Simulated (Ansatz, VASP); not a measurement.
ScSiS3 in VASP and in Ansatz

INCAR

```
ALGO = Normal
EDIFF = 1E-6
ENCUT = 520
GGA = PE
ISIF = 2
ISMEAR = 0
LASPH = T
LCHARG = F
LREAL = F
LWAVE = F
NBANDS = 24
NELM = 60
PREC = Accurate
SIGMA = 0.1
```

The input KPOINTS:

```
k-points
0
Gamma
  4 4 4
```

POSCAR

```
ScSiS3
1.0
    4.6373485300      0.0000000000      0.0000000000
    0.0000000000      4.6373485300      0.0000000000
    0.0000000000      0.0000000000      4.6285429400
Sc Si S
1 1 3
Direct
    0.5000000000      0.5000000000      0.9971854100
    0.0000000000      0.0000000000      0.4854922900
    0.0000000000      0.5000000000      0.4852201000
    0.0000000000      0.0000000000      0.9854010900
    0.5000000000      0.0000000000      0.4852201000
```

Input for Ansatz:

```yaml
crystal:
  lattice:
    - [4.63734853, 0.0, 0.0]
    - [0.0, 4.63734853, 0.0]
    - [0.0, 0.0, 4.62854294]
  atoms:
    - { symbol: Sc, position: [0.5, 0.5, 0.99718541] }
    - { symbol: Si, position: [0.0, 0.0, 0.48549229] }
    - { symbol: S, position: [0.0, 0.5, 0.4852201] }
    - { symbol: S, position: [0.0, 0.0, 0.98540109] }
    - { symbol: S, position: [0.5, 0.0, 0.4852201] }
basis:
  ecutwfc: 420
kpoints:
  mp_grid: { grid: [4, 4, 4] }
hamiltonian:
  xc: pbe
scf:
  occupations: { method: gaussian, width: 0.1 }
  lower_state_search: "off"
output:
  forces: true
  stress: true
  eigenvalues: true
```

Change from the starting cell: species swapped into the RbSeBr3 type (P4mm, No. 99).

Alike in both runs: task single point; functional PBE; k mesh 4 × 4 × 4; occupations gaussian, width 0.1 eV; no spin polarisation.

```csv
,VASP,Ansatz
version,VASP 6.6.1,Ansatz 0.2.0
potentials or method,"VASP PAW PBE potentials, release 64 (Sc_sv, Si, S), cutoff 520 eV","scalar-relativistic, plane waves, PAW"
valence electrons in the cell,33,33
```

|  | VASP | Ansatz | Ansatz less VASP |
| --- | --- | --- | --- |
| gap on the k mesh at the Fermi level (eV) | none | none | - |
| pressure (GPa) | -5.5 | -5.5 | +0.08 |
| traceless stress, the component that is largest in VASP (GPa) | 0.16 | 0.16 | +0.001 |
| rms of the force components (eV/Å) | 0.083 | 0.084 | +0.0002 |

Atom by atom the forces differ by 0.000 eV/Å (rms over components). A gap of «none» marks a metal or a gap that the smearing closes. With one functional, cell and mesh, what is left measures potentials, basis and numerics.
